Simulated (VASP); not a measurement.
Sb:

```
Sb
1.0
     0.00000    1.78905    1.78905
     1.78905    0.00000    1.78905
     1.78905    1.78905    0.00000
Sb
1
Direct
  0.00000 0.00000 0.00000
```

This isn't the form of Sb at room conditions, which is rhombohedral.

- Program: VASP 6.6.1
- Task: relaxation of cell and atoms
- Functional: PBEsol
- Potentials or basis: VASP PAW PBE potentials, release 64 (Sb)
- Cutoff: 500 eV
- k mesh: 10 × 10 × 10
- Occupations: gaussian, width 0.1 eV
- Spin: no spin polarisation

At the start: pressure 392.1 GPa; volume 11.45 Å³/atom.

Q: How do energy, volume and symmetry change on relaxing?

A: Over 8 steps the energy falls by 8212.7 meV/atom and the volume is 26.05 Å³/atom (+127.5 %); space group Fm-3m (No. 225, to 0.1 Å) before and after.

Step by step:
| step | energy change (eV) | largest force (eV/Å) | pressure (GPa) | volume (Å³) |
| --- | --- | --- | --- | --- |
| 1 | 0.0000 | 0.0000 | 392.10 | 11.45 |
| 2 | -4.3929 | 0.0000 | -1.16 | 149.03 |
| 3 | -4.4666 | 0.0000 | -1.38 | 139.70 |
| 4 | -4.5564 | 0.0000 | -1.66 | 130.18 |
| 5 | -6.9149 | 0.0000 | -10.02 | 49.07 |
| 6 | -8.2123 | 0.0000 | 0.64 | 25.87 |
| 7 | -8.2119 | 0.0000 | -0.80 | 26.48 |
| 8 | -8.2127 | 0.0000 | 0.20 | 26.05 |

Final structure:
```
Sb
1.0
     0.00000    2.35283    2.35283
     2.35283    0.00000    2.35283
     2.35283    2.35283    0.00000
Sb
1
Cartesian
  4.7057 2.3528 2.3528
```

Caveat: the volume moved by over 15 % at a fixed basis, so the end points are rough; the PAW data sets were made with another functional, which shifts forces and pressure a little.
